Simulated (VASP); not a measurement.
# Hf in VASP: a series of runs

The runs below take Hf through density of states, electric field gradients, with PBEsol.

Program: VASP 6.6.1. These are calculated values, not measurements. Logs are shortened: lines on timing, memory, paths and dates and some standing lists are left out, and cuts for length are marked.

## (1) The cell of the first run

Symmetry: Im-3m, No. 229, cubic system. The conventional cell has a = 3.610 Å, b = 3.610 Å, c = 3.610 Å, α = 90.00°, β = 90.00°, γ = 90.00°. Hf (site symmetry m-3m) has 14 Hf at 3.13 to 3.61 Å within 4.1 Å.

## (2) Density of states, PBEsol

POSCAR reads:

```
Hf
1.0
   -1.8050000000      1.8050000000      1.8050000000
    1.8050000000     -1.8050000000      1.8050000000
    1.8050000000      1.8050000000     -1.8050000000
Hf
1
Direct
    0.0000000000      0.0000000000      0.0000000000
```

INCAR.step1 reads:

```
ALGO = Normal
EDIFF = 1E-7
ENCUT = 520
GGA = PS
ISIF = 2
ISMEAR = -1
LASPH = T
LCHARG = T
LMAXMIX = 4
LREAL = F
LWAVE = F
NBANDS = 11
NELM = 100
PREC = Accurate
SIGMA = 0.05
```

KPOINTS.step1 reads:

```
k-points
0
Gamma
  14 14 14
```

INCAR.step2 reads:

```
ALGO = Normal
EDIFF = 1E-7
ENCUT = 520
GGA = PS
ICHARG = 11
ISIF = 2
ISMEAR = -5
LASPH = T
LCHARG = F
LMAXMIX = 4
LORBIT = 11
LREAL = F
LWAVE = F
NBANDS = 11
NEDOS = 1001
NELM = 100
PREC = Accurate
SIGMA = 0.05
```

KPOINTS.step2 reads:

```
k-points
0
Gamma
  21 21 21
```

Potentials or basis: VASP PAW PBE potentials, release 64 (Hf_pv).

Launch:

```bash
$ cat potpaw_PBE.64/Hf_pv/POTCAR > POTCAR
$ cp INCAR.step1 INCAR
$ cp KPOINTS.step1 KPOINTS
$ mpirun -np 1 vasp_std > vasp.out
$ cp INCAR.step2 INCAR
$ cp KPOINTS.step2 KPOINTS
$ mpirun -np 1 vasp_std > vasp.out
```

OUTCAR:

```text
EDIFF = 1E-7
   ENCUT = 520
   GGA = PS
   ICHARG = 11
   ISIF = 2
   ISMEAR = -5
   LASPH = T
   LORBIT = 11
   LREAL = F
   NELM = 100
   PREC = Accurate

 ion  position               nearest neighbor table
   1  0.000  0.000  0.000-

  LATTYP: Found a body centered cubic cell.
 ALAT       =     3.6100000000

  Lattice vectors:

 A1 = (  -1.8050000000,   1.8050000000,   1.8050000000)
 A2 = (   1.8050000000,  -1.8050000000,   1.8050000000)
 A3 = (   1.8050000000,   1.8050000000,  -1.8050000000)

Analysis of symmetry for initial positions (statically):
=====================================================================
 Subroutine PRICEL returns:
 Original cell was already a primitive cell.

 Routine SETGRP: Setting up the symmetry group for a
 body centered cubic supercell.

 Subroutine GETGRP returns: Found 48 space group operations
 (whereof 48 operations were pure point group operations)
 out of a pool of 48 trial point group operations.

The static configuration has the point symmetry O_h .

Analysis of symmetry for dynamics (positions and initial velocities):
=====================================================================
 Subroutine PRICEL returns:
 Original cell was already a primitive cell.

 Routine SETGRP: Setting up the symmetry group for a
 body centered cubic supercell.

 Subroutine GETGRP returns: Found 48 space group operations
 (whereof 48 operations were pure point group operations)
 out of a pool of 48 trial point group operations.

The dynamic configuration has the point symmetry O_h .

 Subroutine INISYM returns: Found 48 space group operations
 (whereof 48 operations are pure point group operations),
 and found     1 'primitive' translations

----------------------------------------------------------------------------------------

                                     Primitive cell

  volume of cell :      23.5229

  direct lattice vectors                    reciprocal lattice vectors
    -1.805000000  1.805000000  1.805000000     0.000000000  0.277008310  0.277008310
     1.805000000 -1.805000000  1.805000000     0.277008310  0.000000000  0.277008310
     1.805000000  1.805000000 -1.805000000     0.277008310  0.277008310  0.000000000

  length of vectors
     3.126351708  3.126351708  3.126351708     0.391748909  0.391748909  0.391748909

  position of ions in fractional coordinates (direct lattice)
     0.000000000  0.000000000  0.000000000

  ion indices of the primitive-cell ions
   primitive index   ion index
[... 79 lines left out ...]
   IBRION =     -1    ionic relax: 0-MD 1-quasi-New 2-CG
   NFREE  =      0    steps in history (QN), initial steepest desc. (CG)
   ISIF   =      2    stress and relaxation
   ISYM   =      2    0-nonsym 1-usesym 2-fastsym
   POTIM  = 0.5000    time-step for ionic-motion
   TEBEG  =    0.0;   TEEND  =   0.0 temperature during run
   PSTRESS=    0.0 pullay stress
   NELECT =      10.0000    total number of electrons
   NUPDOWN=      -1.0000    fix difference up-down
   EMIN   =  10.00;   EMAX   =-10.00  energy-range for DOS
   EFERMI =   0.00;   METHOD = LEGACY
   ISMEAR =    -5;   SIGMA  =   0.05  broadening in eV -4-tet -1-fermi 0-gaus
   EFERMI_NEDOS =   21; number of points for ismear=-14 and -15
   IALGO  =     38    algorithm
   IMIX   =      4    mixing-type and parameters
     AMIX     =   0.40;   BMIX     =  1.00
     AMIX_MAG =   1.60;   BMIX_MAG =  1.00
  volume/ion in A,a.u.               =      23.52       158.74
  Fermi-wavevector in a.u.,A,eV,Ry     =   1.230961  2.326179 20.616432  1.515265
  Thomas-Fermi vector in A             =   2.365789
   LORBIT       =     11    0 simple, 1 ext, 2 COOP (PROOUT), +10 PAW based schemes
   GGA     = PS    functional components
   LHFCALC =     F    Hartree Fock is set to
   AEXX    =    0.0000 exact exchange contribution
   IVDW    =     0    specifies the selected vdW correction
   LEPSILON=     F    determine dielectric tensor
   LRPA    =     F    only Hartree local field effects (RPA)
 non-spin polarized calculation
 Fermi weights with tetrahedron method with Bloechl corrections
  energy-cutoff  :      520.00
  volume of cell :       23.52
 maximum number of plane-waves:       652

 number of electron      10.0000001 magnetization

 Free energy of the ion-electron system (eV)
  ---------------------------------------------------
  ext. energy  EPLUGINS =         0.00000000
  ---------------------------------------------------
  free energy    TOTEN  =       -10.26103510 eV

  energy without entropy =      -10.26103510  energy(sigma->0) =      -10.26103510

 E-fermi :   4.0877     XC(G=0): -11.1644

 val. band max:        4.1609970307   @ k =  -0.3810   0.3810   0.0952
 cond. band min:       4.0945991287   @ k =   0.2381   0.2381   0.0000
 fundamental gap:     -0.0663979019
 Fermi energy:         4.0877446651

 k-point     1 :       0.0000    0.0000    0.0000
  band No.  band energies     occupation
      1     -25.8926      2.00000
      2     -25.8926      2.00000
      3     -25.8926      2.00000
      4      -2.7904      2.00000
      5       5.5541      0.00000
      6       5.5541      0.00000
      7       5.5541      0.00000
      8       8.2043      0.00000
      9       8.2043      0.00000
     10      17.1453      0.00000
     11      17.1702      0.00000
[... 309 lines left out ...]
 k-point    24 :       0.1905    0.0952    0.0000
  band No.  band energies     occupation
      1     -26.2460      2.00000
      2     -25.9993      2.00000
      3     -25.9148      2.00000
      4      -0.8273      2.00000
      5       4.4920     -0.01130
      6       4.5724      0.00000
      7       7.4359      0.00000
      8       7.7123      0.00000
      9       8.5552      0.00000
     10      17.0995      0.00000
     11      17.3646      0.00000

 [... further k-points ...]
[... 5 lines left out ...]
  --------------------------------------------------------------------------------------
  -------------------------------------------------------------------------------------
  Total       -1.3762704     -1.3762704     -1.3762704     -0.0000000     -0.0000000      0.0000000
  in kB      -93.7395261    -93.7395261    -93.7395261     -0.0000000     -0.0000000      0.0000000
  external PRESSURE =     -93.7395261 kB  Pullay stress =       0.0000000 kB

 VOLUME and BASIS-vectors are now :
 -----------------------------------------------------------------------------
  energy-cutoff  :      520.00
  volume of cell :       23.52
      direct lattice vectors                 reciprocal lattice vectors
    -1.805000000  1.805000000  1.805000000     0.000000000  0.277008310  0.277008310
     1.805000000 -1.805000000  1.805000000     0.277008310  0.000000000  0.277008310
     1.805000000  1.805000000 -1.805000000     0.277008310  0.277008310  0.000000000

 POSITION                                       TOTAL-FORCE (eV/Angst)
 -----------------------------------------------------------------------------------
      0.00000      0.00000      0.00000         0.000000     -0.000000      0.000000
 -----------------------------------------------------------------------------------
    total drift:                                0.000000      0.000000     -0.000000

  FREE ENERGIE OF THE ION-ELECTRON SYSTEM (eV)
  ---------------------------------------------------
  free  energy   TOTEN  =       -10.2610350983 eV

  energy  without entropy=      -10.2610350983  energy(sigma->0) =      -10.26103510

 total charge

# of ion       s       p       d       tot
------------------------------------------
    1        0.372   6.343   1.531   8.246
```

OUTCAR.step1:

```text
EDIFF = 1E-7
   ENCUT = 520
   GGA = PS
   ISIF = 2
   ISMEAR = -1
   LASPH = T
[... 550 lines left out ...]

 POSITION                                       TOTAL-FORCE (eV/Angst)
 -----------------------------------------------------------------------------------
      0.00000      0.00000      0.00000         0.000000     -0.000000     -0.000000
 -----------------------------------------------------------------------------------
    total drift:                                0.000000      0.000000     -0.000000

  FREE ENERGIE OF THE ION-ELECTRON SYSTEM (eV)
  ---------------------------------------------------
  free  energy   TOTEN  =       -10.2696605905 eV

  energy  without entropy=      -10.2515052994  energy(sigma->0) =      -10.26058294
```

It took 38 s on 1 thread of Intel Xeon Platinum 8488C (Sapphire Rapids), shared host; peak memory 0.2 GiB.

Results:

```
Valence electrons inside the program's atomic spheres : Hf 8.25
```

Caveat: the PAW data sets were made with another functional, which shifts forces and pressure a little; spin-orbit coupling is left out, which moves the levels of the heavy elements; tetrahedron occupations give inexact forces and stress in metals.

(Part 1 of 2 ends here.)
